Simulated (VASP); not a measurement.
# Pd (Fm-3m) in VASP: a series of runs, part 2 of 2

VASP 6.6.1. Earlier steps stand in the parts before.

### 5 Single point, LDA, collinear spin (15.29 Å³/atom)

This run uses another cell than the first one, of 15.29 Å³/atom.

File INCAR:

```
SYSTEM = Pd
ALGO = Normal
EDIFF = 1E-6
ENCUT = 520
ISIF = 2
ISMEAR = -1
ISPIN = 2
LASPH = .TRUE.
LCHARG = .FALSE.
LMAXMIX = 4
LORBIT = 11
LREAL = .FALSE.
LWAVE = .FALSE.
MAGMOM = 0.5
NBANDS = 15
NELM = 150
PREC = Accurate
SIGMA = 0.05
```

File KPOINTS:

```
k-points
0
G
  23 23 23
  0 0 0
```

File POSCAR:

```
Pd
1.0
    0.0000000000      1.9701765817      1.9701765817
    1.9701765817      0.0000000000      1.9701765817
    1.9701765817      1.9701765817      0.0000000000
Pd
1
Direct
    0.0000000000      0.0000000000      0.0000000000
```

Potentials or basis: VASP PAW LDA potentials, release 64 (Pd).

Started as:

```bash
$ cat potpaw_LDA.64/Pd/POTCAR > POTCAR
$ mpirun -np 1 vasp_std > vasp.out
```

OUTCAR:

```text
SYSTEM = Pd
   EDIFF = 1E-6
   ENCUT = 520
   ISIF = 2
   ISMEAR = -1
   ISPIN = 2
   LASPH = .TRUE.
   LORBIT = 11
   LREAL = .FALSE.
   NELM = 150
   PREC = Accurate

 ion  position               nearest neighbor table
   1  0.000  0.000  0.000-

  LATTYP: Found a face centered cubic cell.
 ALAT       =     3.9403531634

  Lattice vectors:

 A1 = (   0.0000000000,   1.9701765817,   1.9701765817)
 A2 = (   1.9701765817,   0.0000000000,   1.9701765817)
 A3 = (   1.9701765817,   1.9701765817,   0.0000000000)

Analysis of symmetry for initial positions (statically):
=====================================================================
 Subroutine PRICEL returns:
 Original cell was already a primitive cell.

 Routine SETGRP: Setting up the symmetry group for a
 face centered cubic supercell.

 Subroutine GETGRP returns: Found 48 space group operations
 (whereof 48 operations were pure point group operations)
 out of a pool of 48 trial point group operations.

The static configuration has the point symmetry O_h .

Analysis of symmetry for dynamics (positions and initial velocities):
=====================================================================
[... 625 lines left out ...]
      7      26.0964      0.00000
      8      30.6053      0.00000
      9      30.6053      0.00000
     10      30.6053      0.00000
     11      34.8660      0.00000
     12      36.0132      0.00000
     13      38.7962      0.00000
     14      38.7962      0.00000
[... 403 lines left out ...]
      4       8.6185      0.99918
      5       8.9398      0.66328
      6      10.3947      0.00000
      7      15.9523      0.00000
      8      25.4993      0.00000
      9      29.1838      0.00000
     10      29.4445      0.00000
     11      34.9181      0.00000
     12      35.8056      0.00000
     13      35.8652      0.00000
     14      39.5379      0.00000
     15      43.0170      0.00000

 [... further k-points ...]
[... 5 lines left out ...]
  --------------------------------------------------------------------------------------
  -------------------------------------------------------------------------------------
  Total       -1.3474532     -1.3474532     -1.3474532      0.0000000      0.0000000      0.0000000
  in kB     -141.1493332   -141.1493332   -141.1493332      0.0000000      0.0000000      0.0000000
  external PRESSURE =    -141.1493332 kB  Pullay stress =       0.0000000 kB

 VOLUME and BASIS-vectors are now :
 -----------------------------------------------------------------------------
  energy-cutoff  :      520.00
  volume of cell :       15.29
      direct lattice vectors                 reciprocal lattice vectors
     0.000000000  1.970176582  1.970176582    -0.253784359  0.253784359  0.253784359
     1.970176582  0.000000000  1.970176582     0.253784359 -0.253784359  0.253784359
     1.970176582  1.970176582  0.000000000     0.253784359  0.253784359 -0.253784359

 POSITION                                       TOTAL-FORCE (eV/Angst)
 -----------------------------------------------------------------------------------
      0.00000      0.00000      0.00000        -0.000000      0.000000      0.000000
 -----------------------------------------------------------------------------------
    total drift:                               -0.000000      0.000000     -0.000000

  FREE ENERGIE OF THE ION-ELECTRON SYSTEM (eV)
  ---------------------------------------------------
  free  energy   TOTEN  =        -6.4507411065 eV

  energy  without entropy=       -6.4302417430  energy(sigma->0) =       -6.44049142

 total charge

# of ion       s       p       d       tot
------------------------------------------
    1        0.474   0.448   8.439   9.362

 magnetization (x)

# of ion       s       p       d       tot
------------------------------------------
    1       -0.000  -0.000   0.001   0.001
```

stdout:

```text
POSCAR found type information on POSCAR Pd
 POSCAR found :  1 types and       1 ions
 scaLAPACK will be used
 LDA part: xc-table for (Slater(with rela. corr.)+CA(PZ))
 , standard interpolation
 POSCAR, INCAR and KPOINTS ok, starting setup
 FFT: planning ... GRIDC
 FFT: planning ... GRID_SOFT
 FFT: planning ... GRID
 WAVECAR not read
 entering main loop
```

It took 63 s on 1 thread of Intel Xeon 6975P-C (Granite Rapids), shared host; peak memory 0.23 GiB.

What came out:

```yaml
Free_energy: -6.4507 eV
Pressure: -14.1 GPa
Band_gap_on_the_k_mesh: zero (filled and empty bands overlap)
Net_moment: 0.00 μB per cell
Valence_electrons_inside_the_program's_atomic_spheres: Pd 9.36
```

Caveat: the cell stands under tension.

### 6 Single point, LDA, collinear spin (15.86 Å³/atom)

This run uses another cell than the first one, of 15.86 Å³/atom.

File INCAR:

```
ALGO = Normal
EDIFF = 1E-6
ENCUT = 520
GGA = CA
ISIF = 2
ISMEAR = -1
ISPIN = 2
LASPH = True
LCHARG = False
LMAXMIX = 4
LORBIT = 11
LREAL = False
LWAVE = False
MAGMOM = 0.5
NBANDS = 15
NELM = 150
PREC = Accurate
SIGMA = 0.05
```

File KPOINTS:

```
k-points
0
Gamma
  23 23 23
```

File POSCAR:

```
Pd
1.0
    0.0000000000      1.9942054935      1.9942054935
    1.9942054935      0.0000000000      1.9942054935
    1.9942054935      1.9942054935      0.0000000000
Pd
1
Direct
    0.0000000000      0.0000000000      0.0000000000
```

Potentials or basis: VASP PAW LDA potentials, release 64 (Pd).

Started as:

```bash
$ cat potpaw_LDA.64/Pd/POTCAR > POTCAR
$ mpirun -np 1 vasp_std > vasp.out
```

Run time: 61 s. Hardware: 1 thread of Intel Xeon 6975P-C (Granite Rapids), shared host; peak memory 0.24 GiB.

The run converged. Its results:

| Property | Result |
| --- | --- |
| Free energy | -6.3924 eV |
| Pressure | -18.8 GPa |
| Band gap on the k mesh | zero (filled and empty bands overlap) |
| Net moment | 0.01 μB per cell |
| Valence electrons inside the program's atomic spheres | Pd 9.29 |

Levels at points of the mesh, in eV from the Fermi level:
Spin up:
| k point | band 2 | band 3 | band 4 | band 5 | band 6 | band 7 | band 8 | band 9 |
| --- | --- | --- | --- | --- | --- | --- | --- | --- |
| (0.00, 0.00, 0.00) | -2.55 | -2.55 | -2.55 | -1.09 | -1.09 | 17.09 | 21.39 | 21.39 |
Spin down:
| k point | band 2 | band 3 | band 4 | band 5 | band 6 | band 7 | band 8 | band 9 |
| --- | --- | --- | --- | --- | --- | --- | --- | --- |
| (0.00, 0.00, 0.00) | -2.55 | -2.55 | -2.55 | -1.09 | -1.09 | 17.09 | 21.39 | 21.39 |

Caveat: the cell stands under tension.

### 7 Summary

| cell | k mesh | gap on the mesh (eV) | pressure (GPa) | moment (μB) |
| --- | --- | --- | --- | --- |
| a = 2.716 Å, angles 60.0°, 1 atom | 20 × 20 × 20 | none | 0.0 | 0.00 |
| a = 2.716 Å, angles 60.0°, 1 atom | 23 × 23 × 23 | none | 0.0 | 0.00 |
| a = 2.751 Å, angles 60.0°, 1 atom | 23 × 23 × 23 | none | -8.0 | 0.00 |
| a = 2.786 Å, angles 60.0°, 1 atom | 23 × 23 × 23 | none | -14.1 | 0.00 |
| a = 2.820 Å, angles 60.0°, 1 atom | 23 × 23 × 23 | none | -18.8 | 0.01 |

Alike in all rows: task single point; level LDA; potentials or basis VASP PAW LDA potentials, release 64 (Pd); spin collinear; cutoff (eV) 520; smearing fermi-dirac 0.05 eV.

Caveats: the cell stands under tension (at least some runs).

Absolute energies hang on the potentials; compare differences alone.
